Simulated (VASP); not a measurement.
Al15N15O (a cell with a defect) (V_Al-O_N): single point with r2SCAN

Crystal: Al15N15O (a cell with a defect) (V_Al-O_N).

```
Al O N
1.0
     6.25951    0.00000    0.00000
    -3.12976    5.42090    0.00000
     0.00000    0.00000   10.03481
Al O N
15 1 15
Direct
  0.33444 0.16813 0.25247
  0.33208 0.17041 0.74881
  0.16780 0.33482 0.99237
  0.33433 0.66368 0.25800
  0.17129 0.82725 0.49687
  0.33162 0.66202 0.74537
  0.16886 0.83478 0.00189
  0.83884 0.16815 0.25795
  0.67553 0.33133 0.49689
  0.84049 0.17082 0.74537
  0.66785 0.33387 0.00187
  0.83410 0.66837 0.25161
  0.66306 0.83937 0.49738
  0.83391 0.66868 0.74705
  0.66677 0.83593 0.00029
  0.34725 0.15545 0.43341
  0.17084 0.33177 0.18646
  0.33671 0.16586 0.94219
  0.16985 0.33268 0.71315
  0.34268 0.68488 0.43774
  0.16771 0.83263 0.19070
  0.33495 0.67471 0.94103
  0.16952 0.83594 0.68815
  0.81754 0.15964 0.43770
  0.66984 0.33467 0.19067
  0.82783 0.16756 0.94102
  0.66681 0.33310 0.68818
  0.83300 0.66951 0.43994
  0.67025 0.83222 0.18794
  0.83369 0.66881 0.93901
  0.66887 0.83351 0.69199
```

```json
{"Program": "VASP 6.6.1", "Task": "single point", "Functional": "r2SCAN", "Potentials or basis": "VASP PAW PBE potentials, release 64 (Al, O, N)", "Cutoff": "520 eV", "k mesh": "1 × 1 × 1, shifted", "Occupations": "fermi-dirac, width 0.01 eV", "Spin": "no spin polarisation", "Dipole correction": "no", "Charge": "-2", "Further INCAR settings": "LREAL = Auto; ALGO = Normal; EDIFF = 1e-06; NBANDS = 84; NELECT = 128.0"}
```

- Largest force: 0.449 eV/Å

Forces on the atoms (eV/Å):
```
Al   0.067 -0.039  0.084
Al   0.110 -0.054 -0.020
Al  -0.119  0.062  0.012
Al   0.117 -0.051  0.030
Al  -0.076  0.133  0.029
Al   0.122 -0.121 -0.014
Al  -0.093  0.080 -0.012
Al   0.104 -0.079  0.036
Al  -0.159 -0.001  0.031
Al   0.166 -0.041 -0.013
Al  -0.110  0.025 -0.014
Al   0.072 -0.042  0.046
Al  -0.080  0.041  0.014
Al   0.144 -0.082 -0.021
Al  -0.125  0.059  0.008
O    0.372 -0.218 -0.126
N   -0.188  0.104  0.050
N    0.177 -0.101  0.059
N   -0.252  0.143  0.165
N    0.110  0.155 -0.132
N   -0.150  0.114 -0.035
N    0.203 -0.121 -0.004
N   -0.172  0.071  0.103
N   -0.078 -0.163 -0.134
N   -0.173  0.086 -0.033
N    0.205 -0.104  0.000
N   -0.161  0.105  0.099
N    0.129 -0.072 -0.089
N   -0.138  0.080 -0.014
N    0.168 -0.087  0.020
N   -0.192  0.118 -0.125
```

Levels at points of the mesh, in eV from the Fermi level:
```
           k point  band 60  band 61  band 62  band 63  band 64  band 65  band 66  band 67  band 68  band 69
(0.25, 0.25, 0.25)    -2.21    -2.14    -1.30    -1.16    -0.50     4.28     4.73     4.91     4.98     5.11
```

Wall time 9.1 min on 1 thread of Intel(R) Xeon(R) 6975P-C (Granite Rapids) (shared host), peak memory 0.52 GiB.

Caveat: the k points lie up to 1.16 Å⁻¹ apart; the cell carries a net charge on a neutralising background, which shifts energy and pressure; the cell is charged against a uniform background, so pressure and absolute levels hang on convention; the PAW data sets were made with another functional, which shifts forces and pressure a little.
